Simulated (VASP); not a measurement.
# TaN (P1) in VASP: notebook

TaN is run at these levels: PBE; tasks: single point.

Everything below comes from runs of VASP 6.6.1. Logs are shortened: lines on timing, memory, paths and dates and some standing lists are left out, and cuts for length are marked.

## (1) The cell of the first run

The typed cell holds 12 atoms: a = 5.457 Å, b = 5.457 Å, c = 6.108 Å, α = 90.00°, β = 90.00°, γ = 120.00°.

## (2) Single point, PBE

INCAR

```
SYSTEM = TaN
ALGO = Normal ; EDIFF = 1E-6
ENCUT = 520 ; GGA = PE
ISIF = 2 ; ISMEAR = -1
LASPH = .TRUE. ; LCHARG = .FALSE.
LREAL = .FALSE. ; LWAVE = .FALSE.
NBANDS = 60 ; NELM = 100
PREC = Accurate ; SIGMA = 0.17
```

KPOINTS

```
k-points
0
G
  2 2 2
  0 0 0
```

POSCAR

```
TaN
1.0
    5.4568860000      0.0000000000      0.0000000000
   -2.7284430000      4.7258020000      0.0000000000
    0.0000000000      0.0000000000      6.1075020000
Ta N
6 6
Direct
    0.0209221257      0.0040204816     -0.0169136252
    0.3533838283      0.7326798711      0.2385754438
    0.7103712290      0.3369375188      0.2422103177
   -0.0029193287     -0.0322273341      0.5019073264
    0.3421879258      0.7047904250      0.7458695879
    0.6504524889      0.3252569617      0.7404991435
    0.4099574364      0.0374539602     -0.0029799417
    0.6184348834      0.6600572771     -0.0062054830
    0.0025794387      0.4013921870     -0.0387719889
    0.3870456016     -0.0084430114      0.5026277519
    0.6355639422      0.6115575727      0.4587309181
   -0.0084275283      0.3526597179      0.5354234841
```

Potentials or basis: VASP PAW PBE potentials, release 64 (Ta_pv, N).

Launch:

```
$ cat potpaw_PBE.64/Ta_pv/POTCAR potpaw_PBE.64/N/POTCAR > POTCAR
$ mpirun -np 1 vasp_std > vasp.out
```

OUTCAR:

```text
SYSTEM = TaN
   EDIFF = 1E-6
   ENCUT = 520
   GGA = PE
   ISIF = 2
   ISMEAR = -1
   LASPH = .TRUE.
   LREAL = .FALSE.
   NELM = 100
   PREC = Accurate

 ion  position               nearest neighbor table
   1  0.021  0.004  0.983-   7 2.04   8 2.06   9 2.22   4 2.94   4 3.17   2 3.26   5 3.27   6 3.32
                             3 3.43   5 3.53   3 3.53   2 3.54   6 3.54   6 3.59
   2  0.353  0.733  0.239-  10 2.09   7 2.13   8 2.25  11 2.37   9 2.52   3 2.87   5 3.01   3 3.07
                             5 3.10   4 3.24   1 3.26   4 3.47   1 3.54   3 3.56
   3  0.710  0.337  0.242-  11 2.18   7 2.22   9 2.25  12 2.33  10 2.42   8 2.56   2 2.87   6 3.06
                             2 3.07   6 3.08   4 3.38   1 3.43   4 3.49   1 3.53   2 3.56
   4  0.997  0.968  0.502-  11 1.98  10 2.07  12 2.13   1 2.94   1 3.17   2 3.24   5 3.24   6 3.37
                             3 3.38   6 3.42   5 3.45   2 3.47   3 3.49
   5  0.342  0.705  0.746-  10 2.08   9 2.20   8 2.23   7 2.26  12 2.31  11 2.59   6 2.93   2 3.01
                             2 3.10   4 3.24   6 3.26   1 3.27   6 3.27   4 3.45   1 3.53
   6  0.650  0.325  0.740-   7 2.14  12 2.19  10 2.21   9 2.21  11 2.35   8 2.47   5 2.93   3 3.06
                             3 3.08   5 3.26   5 3.27   1 3.32   4 3.37   4 3.42   1 3.54   1 3.59
   7  0.410  0.037  0.997-   1 2.04   2 2.13   6 2.14   3 2.22   5 2.26
   8  0.618  0.660  0.994-   1 2.06   5 2.23   2 2.25   6 2.47   3 2.56
   9  0.003  0.401  0.961-   5 2.20   6 2.21   1 2.22   3 2.25   2 2.52
  10  0.387  0.992  0.503-   4 2.07   5 2.08   2 2.09   6 2.21   3 2.42
  11  0.636  0.612  0.459-   4 1.98   3 2.18   6 2.35   2 2.37   5 2.59
  12  0.992  0.353  0.535-   4 2.13   6 2.19   5 2.31   3 2.33

  LATTYP: Found a hexagonal cell.
 ALAT       =     5.4568860000
 C/A-ratio  =     1.1192284391

  Lattice vectors:

 A1 = (   5.4568860000,   0.0000000000,   0.0000000000)
 A2 = (  -2.7284430000,   4.7258020000,   0.0000000000)
 A3 = (   0.0000000000,   0.0000000000,   6.1075020000)

Analysis of symmetry for initial positions (statically):
=====================================================================
 Subroutine PRICEL returns:
 Original cell was already a primitive cell.

 Routine SETGRP: Setting up the symmetry group for a
 hexagonal supercell.

 Subroutine GETGRP returns: Found  1 space group operations
 (whereof  1 operations were pure point group operations)
 out of a pool of 24 trial point group operations.

The static configuration has the point symmetry C_1 .

Analysis of symmetry for dynamics (positions and initial velocities):
=====================================================================
 Subroutine PRICEL returns:
 Original cell was already a primitive cell.

 Routine SETGRP: Setting up the symmetry group for a
 hexagonal supercell.

 Subroutine GETGRP returns: Found  1 space group operations
 (whereof  1 operations were pure point group operations)
 out of a pool of 24 trial point group operations.

The dynamic configuration has the point symmetry C_1 .

 Subroutine INISYM returns: Found  1 space group operations
 (whereof  1 operations are pure point group operations),
 and found     1 'primitive' translations

----------------------------------------------------------------------------------------

                                     Primitive cell

  volume of cell :     157.5013

  direct lattice vectors                    reciprocal lattice vectors
     5.456886000  0.000000000  0.000000000     0.183254699  0.105802147  0.000000000
    -2.728443000  4.725802000  0.000000000     0.000000000  0.211604295  0.000000000
     0.000000000  0.000000000  6.107502000     0.000000000  0.000000000  0.163733061

  length of vectors
     5.456886000  5.456886085  6.107502000     0.211604298  0.211604295  0.163733061

  position of ions in fractional coordinates (direct lattice)
     0.020922126  0.004020482  0.983086375
     0.353383828  0.732679871  0.238575444
     0.710371229  0.336937519  0.242210318
     0.997080671  0.967772666  0.501907326
     0.342187926  0.704790425  0.745869588
     0.650452489  0.325256962  0.740499144
     0.409957436  0.037453960  0.997020058
     0.618434883  0.660057277  0.993794517
     0.002579439  0.401392187  0.961228011
     0.387045602  0.991556989  0.502627752
     0.635563942  0.611557573  0.458730918
     0.991572472  0.352659718  0.535423484

  ion indices of the primitive-cell ions
   primitive index   ion index
                 1           1
                 2           2
                 3           3
                 4           4
                 5           5
                 6           6
                 7           7
                 8           8
                 9           9
                10          10
                11          11
                12          12

----------------------------------------------------------------------------------------

 KPOINTS: k-points

Automatic generation of k-mesh.
 Grid dimensions read from file:
 generate k-points for:    2    2    2

 Generating k-lattice:

  Cartesian coordinates                     Fractional coordinates (reciprocal lattice)
     0.091627349  0.052901074  0.000000000     0.500000000  0.000000000  0.000000000
     0.000000000  0.105802147  0.000000000     0.000000000  0.500000000  0.000000000
     0.000000000  0.000000000  0.081866531     0.000000000  0.000000000  0.500000000

  Length of vectors
     0.105802149  0.105802147  0.081866531

  Shift w.r.t. Gamma in fractional coordinates (k-lattice)
     0.000000000  0.000000000  0.000000000

 Subroutine IBZKPT returns following result:
 ===========================================

 Found      8 irreducible k-points:

 Following reciprocal coordinates:
            Coordinates               Weight
  0.000000  0.000000  0.000000      1.000000
  0.500000 -0.000000  0.000000      1.000000
  0.000000  0.500000  0.000000      1.000000
  0.500000  0.500000  0.000000      1.000000
  0.000000  0.000000  0.500000      1.000000
  0.500000 -0.000000  0.500000      1.000000
  0.000000  0.500000  0.500000      1.000000
  0.500000  0.500000  0.500000      1.000000
   k-points           NKPTS =      8   k-points in BZ     NKDIM =      8   number of bands    NBANDS=     60
[... 32 lines left out ...]
   ISMEAR =    -1;   SIGMA  =   0.17  broadening in eV -4-tet -1-fermi 0-gaus
   EFERMI_NEDOS =   21; number of points for ismear=-14 and -15
   IALGO  =     38    algorithm
   IMIX   =      4    mixing-type and parameters
     AMIX     =   0.40;   BMIX     =  1.00
     AMIX_MAG =   1.60;   BMIX_MAG =  1.00
  volume/ion in A,a.u.               =      13.13        88.57
  Fermi-wavevector in a.u.,A,eV,Ry     =   1.388046  2.623027 26.213965  1.926672
  Thomas-Fermi vector in A             =   2.512209
   LORBIT       =      0    0 simple, 1 ext, 2 COOP (PROOUT), +10 PAW based schemes
   GGA     = PE    functional components
   LHFCALC =     F    Hartree Fock is set to
   AEXX    =    0.0000 exact exchange contribution
   IVDW    =     0    specifies the selected vdW correction
   LEPSILON=     F    determine dielectric tensor
   LRPA    =     F    only Hartree local field effects (RPA)
 non-spin polarized calculation
  energy-cutoff  :      520.00
  volume of cell :      157.50
 maximum number of plane-waves:      4256
 NGX is ok and might be reduce to    42
   NGX = 21   NGY = 21   NGZ = 23

 number of electron      96.0000005 magnetization

 Free energy of the ion-electron system (eV)
  ---------------------------------------------------
  ext. energy  EPLUGINS =         0.00000000
  ---------------------------------------------------
  free energy    TOTEN  =      -130.49928688 eV

  energy without entropy =     -130.09174923  energy(sigma->0) =     -130.29551805

 E-fermi :   6.4991     XC(G=0): -12.1932

 val. band max:        6.4801633560   @ k =   0.0000   0.0000   0.5000
 cond. band min:       6.5064419856   @ k =   0.5000   0.5000   0.0000
 fundamental gap:      0.0262786296
 Fermi energy:         6.4990536226

 k-point     1 :       0.0000    0.0000    0.0000
  band No.  band energies     occupation
      1     -29.6093      2.00000
      2     -29.5349      2.00000
      3     -29.4896      2.00000
      4     -29.4322      2.00000
      5     -29.3228      2.00000
      6     -29.2626      2.00000
[... 52 lines left out ...]
     59       9.1250      0.00000
     60       9.1536      0.00000

 k-point     2 :       0.5000   -0.0000    0.0000
  band No.  band energies     occupation
      1     -29.5960      2.00000
      2     -29.5184      2.00000
      3     -29.5100      2.00000
      4     -29.4116      2.00000
      5     -29.3354      2.00000
      6     -29.2374      2.00000
[... 52 lines left out ...]
     59       9.4087      0.00000
     60       9.6803      0.00000

 k-point     3 :       0.0000    0.5000    0.0000
  band No.  band energies     occupation
      1     -29.5673      2.00000
      2     -29.5413      2.00000
      3     -29.4808      2.00000
      4     -29.3928      2.00000
      5     -29.3689      2.00000
      6     -29.2734      2.00000
[... 52 lines left out ...]
     59       9.4826      0.00000
     60       9.8719      0.00000

 k-point     4 :       0.5000    0.5000    0.0000
  band No.  band energies     occupation
      1     -29.6095      2.00000
      2     -29.5394      2.00000
      3     -29.5050      2.00000
      4     -29.4236      2.00000
      5     -29.2960      2.00000
      6     -29.2740      2.00000
[... 52 lines left out ...]
     59       9.3336      0.00000
     60       9.6276      0.00000

 k-point     5 :       0.0000    0.0000    0.5000
  band No.  band energies     occupation
      1     -29.5146      2.00000
      2     -29.4641      2.00000
      3     -29.4085      2.00000
      4     -29.3300      2.00000
      5     -29.3157      2.00000
      6     -29.2954      2.00000
[... 52 lines left out ...]
     59       8.9389      0.00000
     60       9.2074      0.00000

 k-point     6 :       0.5000   -0.0000    0.5000
  band No.  band energies     occupation
      1     -29.4821      2.00000
      2     -29.4600      2.00000
      3     -29.3842      2.00000
      4     -29.3444      2.00000
      5     -29.3354      2.00000
      6     -29.2920      2.00000
[... 52 lines left out ...]
     59       9.0906      0.00000
     60       9.3147      0.00000

 k-point     7 :       0.0000    0.5000    0.5000
  band No.  band energies     occupation
      1     -29.4613      2.00000
      2     -29.4283      2.00000
      3     -29.3786      2.00000
      4     -29.3546      2.00000
      5     -29.3437      2.00000
      6     -29.2971      2.00000
[... 52 lines left out ...]
     59       9.1956      0.00000
     60       9.3454      0.00000

 k-point     8 :       0.5000    0.5000    0.5000
  band No.  band energies     occupation
      1     -29.5190      2.00000
      2     -29.4619      2.00000
      3     -29.4104      2.00000
      4     -29.3292      2.00000
      5     -29.3045      2.00000
      6     -29.2905      2.00000
[... 52 lines left out ...]
     59       9.2522      0.00000
     60       9.3900      0.00000

------------------------ aborting loop because EDIFF is reached ----------------------------------------

  FORCE on cell =-STRESS in cart. coord.  units (eV):
  Direction    XX          YY          ZZ          XY          YZ          ZX
  --------------------------------------------------------------------------------------
  -------------------------------------------------------------------------------------
  Total      -21.7166087    -18.7360349    -17.2137250      2.4078120     -2.1228467     -0.9329387
  in kB     -220.9116235   -190.5918162   -175.1061596     24.4934033    -21.5946017     -9.4902944
  external PRESSURE =    -195.5365331 kB  Pullay stress =       0.0000000 kB

 VOLUME and BASIS-vectors are now :
 -----------------------------------------------------------------------------
  energy-cutoff  :      520.00
  volume of cell :      157.50
      direct lattice vectors                 reciprocal lattice vectors
     5.456886000  0.000000000  0.000000000     0.183254699  0.105802147  0.000000000
    -2.728443000  4.725802000  0.000000000     0.000000000  0.211604295  0.000000000
     0.000000000  0.000000000  6.107502000     0.000000000  0.000000000  0.163733061

 POSITION                                       TOTAL-FORCE (eV/Angst)
 -----------------------------------------------------------------------------------
      0.10320      0.01900      6.00420        -2.699796      0.953187      0.298167
     -0.07070      3.46250      1.45710         1.595167     -2.665802     -0.532359
      2.95710      1.59230      1.47930        -0.506916      1.242658     -0.137720
      2.80044      4.57350      3.06540        -0.647229      2.171746     -0.279631
     -0.05570      3.33070      4.55540         0.684858     -2.831822      0.595933
      2.66200      1.53710      4.52260         1.281671      1.690792      0.081608
      2.13490      0.17700      6.08930         0.392726     -0.512054     -0.328524
      1.57380      3.11930      6.06960         0.733313     -0.907150     -0.512447
     -1.08110      1.89690      5.87070         0.461907     -0.299541      1.835982
     -0.59334      4.68590      3.06980         0.172081      1.191376     -0.533941
      1.79960      2.89010      2.80170        -1.060284     -0.832462      1.358640
      4.44869      1.66660      3.27010        -0.407498      0.799073     -1.845709
 -----------------------------------------------------------------------------------
    total drift:                               -0.000428     -0.000026     -0.000032

  FREE ENERGIE OF THE ION-ELECTRON SYSTEM (eV)
  ---------------------------------------------------
  free  energy   TOTEN  =      -130.4992868791 eV

  energy  without entropy=     -130.0917492254  energy(sigma->0) =     -130.29551805
```

Run time: 3.3 min. Hardware: 1 thread of Intel Xeon Platinum 8375C at 2.90GHz (Ice Lake), shared host; peak memory 0.29 GiB.

What came out:

```yaml
Free_energy: -130.4993 eV
Pressure: -19.6 GPa
Largest_force: 3.152 eV/Å
Band_gap_on_the_k_mesh: zero (bands 48 and 49 overlap by 0.19 eV)
```

Forces on the atoms (eV/Å):
```
Ta  -2.700  0.953  0.298
Ta   1.595 -2.666 -0.532
Ta  -0.507  1.243 -0.138
Ta  -0.647  2.172 -0.280
Ta   0.685 -2.832  0.596
Ta   1.282  1.691  0.082
N    0.393 -0.512 -0.329
N    0.733 -0.907 -0.512
N    0.462 -0.300  1.836
N    0.172  1.191 -0.534
N   -1.060 -0.832  1.359
N   -0.407  0.799 -1.846
```

Stress tensor (GPa, compression positive):
```
-22.09   2.45  -0.95
  2.45 -19.06  -2.16
 -0.95  -2.16 -17.51
```

Levels at points of the mesh, in eV from the Fermi level:
| k point | band 45 | band 46 | band 47 | band 48 | band 49 | band 50 | band 51 | band 52 |
| --- | --- | --- | --- | --- | --- | --- | --- | --- |
| (0.00, 0.00, 0.00) | -1.75 | -1.40 | -0.47 | -0.30 | 0.33 | 0.80 | 1.13 | 1.42 |
| (0.50, 0.00, 0.00) | -2.32 | -1.64 | -1.41 | 0.01 | 0.25 | 0.78 | 0.96 | 1.55 |
| (0.00, 0.50, 0.00) | -2.16 | -1.71 | -1.14 | 0.01 | 0.56 | 0.98 | 1.36 | 1.44 |
| (0.50, 0.50, 0.00) | -2.02 | -1.40 | -1.13 | -0.79 | 0.01 | 1.22 | 1.32 | 1.57 |
| (0.00, 0.00, 0.50) | -1.36 | -1.00 | -0.71 | -0.59 | -0.02 | 0.29 | 1.15 | 1.31 |
| (0.50, 0.00, 0.50) | -1.65 | -1.20 | -0.96 | -0.07 | 0.32 | 0.72 | 0.83 | 1.12 |
| (0.00, 0.50, 0.50) | -1.73 | -1.59 | -0.22 | 0.10 | 0.43 | 0.50 | 0.82 | 0.92 |
| (0.50, 0.50, 0.50) | -1.50 | -1.38 | -0.75 | -0.64 | -0.09 | 0.34 | 0.77 | 1.22 |

Caveat: the k points lie up to 0.66 Å⁻¹ apart; spin-orbit coupling is left out, which moves the levels of the heavy elements; forces of over 1 eV/Å act on the atoms, so gaps and moduli don't describe the material at rest.

## (3) Single point, PBE

INCAR

```
PREC     = Accurate       # precision mode
ENCUT    = 520            # plane-wave cutoff, eV
EDIFF    = 1E-6           # SCF threshold, eV
ISMEAR   = -1             # smearing method
SIGMA    = 0.17           # smearing width, eV
LREAL    = False          # projectors in reciprocal space
LASPH    = True           # aspherical terms in the spheres
NELM     = 60             # most SCF steps
ALGO     = Normal         # electronic algorithm
ISIF     = 2              # what is computed and relaxed
LWAVE    = False          # write WAVECAR
LCHARG   = False          # write CHGCAR
GGA      = PE             # functional
NBANDS   = 60             # bands
```

KPOINTS

```
Automatic mesh
0
Gamma
  2 2 2
```

POSCAR

```
TaN
1.0
    5.4568860000      0.0000000000      0.0000000000
   -2.7284430000      4.7258020000      0.0000000000
    0.0000000000      0.0000000000      6.1075020000
Ta N
6 6
Direct
    0.0119491041      0.0195733973     -0.0182726097
    0.3573928029      0.7058061256      0.2143429507
    0.7298749408      0.3344194276      0.2280310346
   -0.0116292152     -0.0179440442      0.4713056173
    0.3413231977      0.7107576661      0.7459514545
    0.6791476705      0.3661177510      0.7122224438
    0.4156697493      0.0537898118     -0.0198280737
    0.6473920843      0.6718647967     -0.0245435859
    0.0600176073      0.4122898082      0.0054031910
    0.4151755831      0.0345126605      0.5076216103
    0.6156390353      0.6605862878      0.5555953973
    0.0686188712      0.4054126686      0.4812933340
```

Potentials or basis: VASP PAW PBE potentials, release 64 (Ta_pv, N).

Launch:

```
$ cat potpaw_PBE.64/Ta_pv/POTCAR potpaw_PBE.64/N/POTCAR > POTCAR
$ mpirun -np 1 vasp_std > vasp.out
```

Wall time 3 min (1 thread of Intel Xeon Platinum 8375C at 2.90GHz (Ice Lake), shared host); peak memory 0.29 GiB.

It converged, with:

| Item | Value |
| --- | --- |
| Free energy | -129.8411 eV |
| Pressure | -16.1 GPa |
| Largest force | 3.273 eV/Å |
| Band gap on the k mesh | zero (bands 48 and 49 overlap by 0.34 eV) |

Forces in eV/Å, atoms in the order of the input:
```
Ta   1.466  0.859  0.635
Ta   0.763  0.513  2.707
Ta  -0.992  0.220  0.423
Ta   1.407  1.997  1.157
Ta   0.584 -0.354 -0.204
Ta   0.877  0.128  2.272
N    0.586 -0.708 -0.260
N   -0.903 -2.121  0.295
N   -1.627  0.079 -1.246
N   -0.710 -0.369 -2.028
N    0.690  0.065 -3.199
N   -2.143 -0.309 -0.551
```

Stress tensor (GPa, compression positive):
```
-17.96   0.92   0.00
  0.92 -16.51   2.51
  0.00   2.51 -13.96
```

Levels at points of the mesh, in eV from the Fermi level:
```
           k point  band 46  band 47  band 48  band 49  band 50  band 51
(0.00, 0.00, 0.00)    -1.13    -0.87    -0.26     0.33     0.88     0.93
(0.50, 0.00, 0.00)    -1.88    -1.32    -0.11     0.48     0.76     0.83
(0.00, 0.50, 0.00)    -1.58    -1.15     0.20     0.45     0.75     0.94
(0.50, 0.50, 0.00)    -1.45    -1.32    -1.00     0.23     0.93     1.16
(0.00, 0.00, 0.50)    -0.90    -0.44    -0.42     0.30     0.39     0.88
(0.50, 0.00, 0.50)    -1.29    -0.50    -0.30     0.32     0.70     0.78
(0.00, 0.50, 0.50)    -1.11    -0.51    -0.16     0.12     0.55     1.09
(0.50, 0.50, 0.50)    -1.15    -1.10    -0.64    -0.14     0.65     0.80
```

Caveat: the k points lie up to 0.66 Å⁻¹ apart; spin-orbit coupling is left out, which moves the levels of the heavy elements; forces of over 1 eV/Å act on the atoms, so gaps and moduli don't describe the material at rest.
